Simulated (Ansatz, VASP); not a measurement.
Two plane-wave programs on Ti2Al3Ru

INCAR

```
SYSTEM = Ti2Al3Ru
PREC = Accurate ; ENCUT = 520
EDIFF = 1E-6 ; ISMEAR = 0
SIGMA = 0.1 ; LREAL = .False.
LASPH = .True. ; NELM = 150
ALGO = Normal ; ISIF = 2
LWAVE = .False. ; LCHARG = .True.
ISPIN = 2 ; MAGMOM = 1 1 0 0 0 1
LORBIT = 11 ; LMAXMIX = 4
GGA = PE ; LELF = .True.
LVHAR = .True. ; NBANDS = 36
```

File KPOINTS:

```
regular mesh
0
Gamma
  6 6 2
  0 0 0
```

POSCAR

```
Ti2Al3Ru
1.0
    4.3733951303      0.0000000000      0.0000000000
   -2.1866975651      3.7874712836      0.0000000000
    0.0000000000      0.0000000000      9.9422643584
Ti Al Ru
2 3 1
Direct
    0.0000000000      0.0000000000      0.7762919297
    0.0000000000      0.0000000000      0.2237080703
    0.3333333333      0.6666666667      0.0000000000
    0.6666666667      0.3333333333      0.0000000000
    0.0000000000      0.0000000000      0.5000000000
    0.0000000000      0.0000000000      0.0000000000
```

Input for Ansatz:

```yaml
crystal:
  lattice:
    - [4.3733951303, 0.0, 0.0]
    - [-2.1866975651, 3.7874712836, 0.0]
    - [0.0, 0.0, 9.9422643584]
  atoms:
    - { symbol: Ti, position: [0.0, 0.0, 0.7762919297], spin: 1.0 }
    - { symbol: Ti, position: [0.0, 0.0, 0.2237080703], spin: 1.0 }
    - { symbol: Al, position: [0.3333333333, 0.6666666667, 0.0] }
    - { symbol: Al, position: [0.6666666667, 0.3333333333, 0.0] }
    - { symbol: Al, position: [0.0, 0.0, 0.5] }
    - { symbol: Ru, position: [0.0, 0.0, 0.0], spin: 1.0 }
basis:
  ecutwfc: 420
kpoints:
  mp_grid: { grid: [6, 6, 2] }
hamiltonian:
  xc: pbe
scf:
  occupations: { method: gaussian, width: 0.1 }
  lower_state_search: "off"
output:
  forces: true
  stress: true
  eigenvalues: true
  populations: true
magnetization:
  spin_polarized: true
```

Alike in both runs: task single point; functional PBE; k mesh 6 × 6 × 2; occupations gaussian, width 0.1 eV; collinear spin.

|  | VASP | Ansatz |
| --- | --- | --- |
| version | VASP 6.6.1 | Ansatz 0.2.0 |
| potentials or method | VASP PAW PBE potentials, release 64 (Ti_sv, Al, Ru_pv), cutoff 520 eV | scalar-relativistic, plane waves, PAW |
| valence electrons in the cell | 47 | 49 |

```tsv
	VASP	Ansatz	Ansatz less VASP
gap on the k mesh at the Fermi level (eV)	none	none	-
pressure (GPa)	0.1	0.4	+0.32
traceless stress, the component that is largest in VASP (GPa)	0.10	0.70	+0.604
rms of the force components (eV/Å)	0.038	0.074	+0.0363
net moment per atom (μB)	0.00	0.27	+0.266
size of the moment on the site where the two differ most (μB)	0.00	0.53	+0.530
```

The net moments are unlike, so the other rows may belong to different states. Site moments also hang on the region over which each program counts them. Atom by atom the forces differ by 0.036 eV/Å (rms over components). A gap of «none» marks a metal or a gap that the smearing closes. VASP's potentials hold 47 valence electrons a cell and Ansatz's 49, so a difference there can come from the potentials and not from the codes.
